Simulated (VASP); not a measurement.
Write the native input for VASP 6.6.1 that does the following.

```
Task                   : single point
Functional             : BLYP
Potentials or basis    : VASP PAW PBE potentials, release 64 (Sc_sv, Al)
Cutoff                 : 520 eV
k mesh                 : 5 × 5 × 5
Occupations            : methfessel-paxton, width 0.15 eV
Spin                   : no spin polarisation
Dipole correction      : no
Further INCAR settings : ALGO = Normal; EDIFF = 1e-06; NBANDS = 18
```

The structure of ScAl3 lies in POSCAR:

```
ScAl3
1.0
    4.0878070000      0.0000000000      0.0000000000
    0.0000000000      4.0878070000      0.0000000000
    0.0000000000      0.0000000000      4.0878070000
Sc Al
1 3
Direct
    0.0000000000      0.0000000000      0.0000000000
    0.5000000000      0.0000000000      0.5000000000
    0.0000000000      0.5000000000      0.5000000000
    0.5000000000      0.5000000000      0.0000000000
```

The input as run:

INCAR

```
AGGAC = 1.0
AGGAX = 1.0
ALDAC = 0.0
ALDAX = 1.0
ALGO = Normal
EDIFF = 1E-6
ENCUT = 520
GGA = B5
ISIF = 2
ISMEAR = 1
LASPH = T
LCHARG = F
LREAL = F
LWAVE = F
NBANDS = 18
NELM = 60
PREC = Accurate
SIGMA = 0.15
```

KPOINTS

```
k-points
0
Gamma
  5 5 5
```

Potentials or basis: VASP PAW PBE potentials, release 64 (Sc_sv, Al).

Run with:

```bash
$ cat potpaw_PBE.64/Sc_sv/POTCAR potpaw_PBE.64/Al/POTCAR > POTCAR
$ mpirun -np 1 vasp_std > vasp.out
```

Results of the run:

```json
{
 "Pressure": "3.8 GPa",
 "Band gap on the k mesh": "zero (band 10 reaches 8.64 eV, above the bottom of band 11 at 5.50 eV)"
}
```

Caveat: the PAW data sets were made with another functional, which shifts forces and pressure a little.

It took 46 s on 1 thread of Intel Xeon 6975P-C, on a shared host, peak memory 0.16 GiB.
